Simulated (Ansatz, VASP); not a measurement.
**Ni in VASP and in Ansatz**

Contents of INCAR:

```
PREC     = Accurate       # precision mode
ENCUT    = 600            # plane-wave cutoff, eV
EDIFF    = 1E-6           # SCF threshold, eV
ISMEAR   = -1             # smearing method
SIGMA    = 0.1            # smearing width, eV
LREAL    = False          # projectors in reciprocal space
LASPH    = True           # aspherical terms in the spheres
NELM     = 80             # most SCF steps
ALGO     = Normal         # electronic algorithm
ISIF     = 3              # what is computed and relaxed
LWAVE    = False          # write WAVECAR
LCHARG   = False          # write CHGCAR
GGA      = B5             # functional
ALDAX    = 1.0          
AGGAX    = 1.0          
AGGAC    = 1.0          
ALDAC    = 0.0          
IBRION   = 2              # ionic algorithm
NSW      = 80             # ionic steps
EDIFFG   = -0.01          # ionic threshold
```

KPOINTS

```
regular mesh
0
Gamma
  9 9 13
```

POSCAR

```
Ni
1.0
    3.9540713024      0.0000000000      0.0000000000
   -1.9770356512      3.4243261962      0.0000000000
    0.0000000000      0.0000000000      2.4238457083
Ni
3
Direct
    0.0000000000      0.0000000000      0.0000000000
    0.3333333333      0.6666666667      0.5000000000
    0.6666666667      0.3333333333      0.5000000000
```

Input for Ansatz:

```yaml
crystal:
  lattice:
    - [3.9540713024, 0.0, 0.0]
    - [-1.9770356512, 3.4243261962, 0.0]
    - [0.0, 0.0, 2.4238457083]
  atoms:
    - { symbol: Ni, position: [0.0, 0.0, 0.0] }
    - { symbol: Ni, position: [0.3333333333, 0.6666666667, 0.5] }
    - { symbol: Ni, position: [0.6666666667, 0.3333333333, 0.5] }
hamiltonian:
  xc: blyp
  pseudopotentials:
    kind: paw
    azcp:
      Ni: "pseudopotentials/Ni.paw.azcp"
basis:
  ecutwfc: 420
  fft_grid_basis: typed
kpoints:
  mp_grid: { grid: [9, 9, 13], shift: [0, 0, 0] }
magnetization:
  spin_polarized: false
scf:
  occupations: { method: fermi_dirac, width: 0.1 }
relax:
  max_steps: 60
  f_tol: 0.01
  cell: {}
```

Alike in both runs: task relaxation of cell and atoms; functional BLYP; k mesh 9 × 9 × 13; occupations fermi-dirac, width 0.1 eV; no spin polarisation.

```csv
,VASP,Ansatz
version,VASP 6.6.1,Ansatz 0.2.0
potentials or method,"VASP PAW PBE potentials, release 64 (Ni), cutoff 600 eV","plane waves (420 eV) with PAW, scalar-relativistic"
valence electrons in the cell,30,54
```

```csv
,VASP,Ansatz,Ansatz less VASP
relaxed volume (Å³/atom),11.63,11.64,+0.007
relaxed cell length with the largest relative difference (Å),2.442,2.443,+0.0011
```

VASP's potentials were made for PBE, not for BLYP. VASP's potentials hold 30 valence electrons a cell and Ansatz's 54, so a difference there can come from the potentials and not from the codes.
